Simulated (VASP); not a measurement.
A run of VASP 6.6.1:

INCAR

```
SYSTEM = Zn
  ALGO = Fast
  EDIFF = 1E-6
  ENCUT = 520
  GGA = PS
  ISIF = 2
  ISMEAR = -1
  IVDW = 12
  LASPH = .TRUE.
  LCHARG = .FALSE.
  LREAL = .FALSE.
  LWAVE = .FALSE.
  NBANDS = 19
  NELM = 100
  PREC = Accurate
  SIGMA = 0.05
```

KPOINTS

```
k-points
0
G
  11 11 6
  0 0 0
```

The input POSCAR:

```
Zn
1.0
    2.6500214064      0.0000000000      0.0000000000
   -1.3250107032      2.2949858585      0.0000000000
    0.0000000000      0.0000000000      4.3765826247
Zn
2
Direct
    0.6666666667      0.3333333333      0.7500000000
    0.3333333333      0.6666666667      0.2500000000
```

Potentials or basis: VASP PAW PBE potentials, release 64 (Zn).

Command:

```bash
$ cat potpaw_PBE.64/Zn/POTCAR > POTCAR
$ mpirun -np 1 vasp_std > vasp.out
```

Hardware: 1 thread of AMD EPYC 7R13 (shared host).

**Question.** Estimate the wall time of this run.

**Answer.** Run time: 79 s on 1 thread of AMD EPYC 7R13 (shared host), peak memory 0.13 GiB. Counts: scf iterations 12, k points 64.
